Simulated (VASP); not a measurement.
A run of VASP 6.6.1 is set up as follows.

INCAR

```
SYSTEM = BaTiO3
PREC = Accurate
ENCUT = 520
EDIFF = 1E-8
ISMEAR = -1
SIGMA = 0.08
LREAL = .False.
LASPH = .True.
NELM = 80
ALGO = Normal
ISIF = 2
LWAVE = .False.
LCHARG = .False.
GGA = PE
LEFG = .True.
NBANDS = 28
```

KPOINTS

```
regular mesh
0
Gamma
  7 7 7
  0 0 0
```

The input POSCAR:

```
BaTiO3
1.0
    3.9729548958      0.0000000000      0.0000000000
    0.0000000000      3.9729548958      0.0000000000
    0.0000000000      0.0000000000      3.9910327445
Ba Ti O
1 1 3
Direct
    0.0000000000      0.0000000000      0.0000000000
    0.5000000000      0.5000000000      0.4820000000
    0.5000000000      0.5000000000      0.0160000000
    0.5000000000      0.0000000000      0.5150000000
    0.0000000000      0.5000000000      0.5150000000
```

Potentials or basis: VASP PAW PBE potentials, release 64 (Ba_sv, Ti_sv, O).

Launch:

```bash
$ cat potpaw_PBE.64/Ba_sv/POTCAR potpaw_PBE.64/Ti_sv/POTCAR potpaw_PBE.64/O/POTCAR > POTCAR
$ mpirun -np 1 vasp_std > vasp.out
```

Task: Predict the largest force.

Result: 0.201 eV/Å.

Task: Predict the band gap on the k mesh.

Result: 1.92 eV, indirect (least direct gap 2.13 eV).

Forces on the atoms (eV/Å):
```
Ba   0.000  0.000 -0.056
Ti   0.000  0.000  0.201
O    0.000  0.000  0.152
O    0.000  0.000 -0.148
O    0.000  0.000 -0.148
```

Caveat: without QUAD_EFG the Cq values of the log hold for a quadrupole moment of 1 mb, not for the nuclei; spin-orbit coupling is left out, which moves the levels of the heavy elements. A k mesh can miss the band edges.
